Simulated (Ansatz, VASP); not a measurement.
**One calculation of SiO2, two programs**

```xyz
6
Lattice="-2.4850 2.4850 3.6931 2.4850 -2.4850 3.6931 2.4850 2.4850 -3.6931" Properties=species:S:1:pos:R:3 pbc="T T T"
Si    0.0000    0.0000    0.0000
Si    0.0000    2.4850    1.8466
O     0.5014    1.2425    0.9233
O    -1.2425    1.9836    2.7699
O    -0.5014    3.7275    0.9233
O     1.2425    2.9864    2.7699
```

Alike in both runs: task relaxation of cell and atoms; functional PBE; k mesh 6 × 6 × 6; occupations gaussian, width 0.02 eV; no spin polarisation.

|  | VASP | Ansatz |
| --- | --- | --- |
| version | VASP 6.6.1 | Ansatz 0.2.0 |
| potentials or method | VASP PAW PBE potentials, release 64 (Si, O), cutoff 600 eV | scalar-relativistic, plane waves, PAW |
| valence electrons in the cell | 32 | 32 |

Ansatz gave:

* gap on the k mesh at the Fermi level, each at its own relaxed structure (eV): 5.74
* relaxed volume (Å³/atom): 15.53
* relaxed length of the cell vector where the two differ most in proportion (Å): 5.122

Q: Which values does VASP return?

A: gap on the k mesh at the Fermi level, each at its own relaxed structure (eV): 5.74; relaxed volume (Å³/atom): 15.52; relaxed length of the cell vector where the two differ most in proportion (Å): 5.122.
